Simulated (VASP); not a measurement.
WS2: single point with PBEsol+D3(BJ)

WS2:

```xyz
6
Lattice="3.1315 0.0000 0.0000 -1.5657 2.7120 0.0000 0.0000 0.0000 12.0577" Properties=species:S:1:pos:R:3 pbc="T T T"
W     0.0000    1.8080    9.0433
W     1.5657    0.9040    3.0144
S     0.0000    1.8080    1.4442
S     1.5657    0.9040    7.4730
S     0.0000    1.8080    4.5847
S     1.5657    0.9040   10.6135
```

* Program: VASP 6.6.1
* Task: single point
* Functional: PBEsol
* Dispersion: D3(BJ)
* Potentials or basis: VASP PAW PBE potentials, release 64 (W_sv, S)
* Cutoff: 520 eV
* k mesh: 12 × 12 × 4
* Occupations: gaussian, width 0.02 eV
* Spin: no spin polarisation
* Dipole correction: no
* Further INCAR settings: ALGO = Normal; EDIFF = 1e-06; NBANDS = 35

```
Pressure                   : -1.9 GPa
Largest force              : 0.015 eV/Å
Band gap on the k mesh     : 0.83 eV, indirect (least direct gap 1.88 eV)
Dispersion energy per atom : -0.401 eV
```

Forces on the atoms (eV/Å):
```
W    0.000  0.000  0.000
W    0.000  0.000  0.000
S    0.000  0.000 -0.015
S    0.000  0.000 -0.015
S    0.000  0.000  0.015
S    0.000  0.000  0.015
```

Levels at points of the mesh, in eV from the valence-band top:
```
           k point  band 22  band 23  band 24  band 25  band 26  band 27  band 28  band 29  band 30  band 31
(0.00, 0.00, 0.00)    -2.21    -2.21    -1.41    -1.40     0.00     2.30     2.30     2.31     2.31     2.34
(0.50, 0.00, 0.00)    -2.84    -2.02    -1.85    -1.74    -1.62     2.34     2.40     2.54     2.95     3.04
(0.00, 0.00, 0.50)    -2.25    -2.25    -2.25    -0.32    -0.32     2.29     2.29     2.29     2.29     2.48
(0.50, 0.00, 0.50)    -3.02    -1.88    -1.88    -1.71    -1.71     2.37     2.37     2.78     2.78     3.38
```

Wall time 3 min on 1 thread of Intel Xeon 6975P-C, on a shared host, peak memory 0.33 GiB.

Caveat: the PAW data sets were made with another functional, which shifts forces and pressure a little; spin-orbit coupling is left out, which moves the levels of the heavy elements. PBEsol gaps usually lie below the measured ones, often by a third to a half.
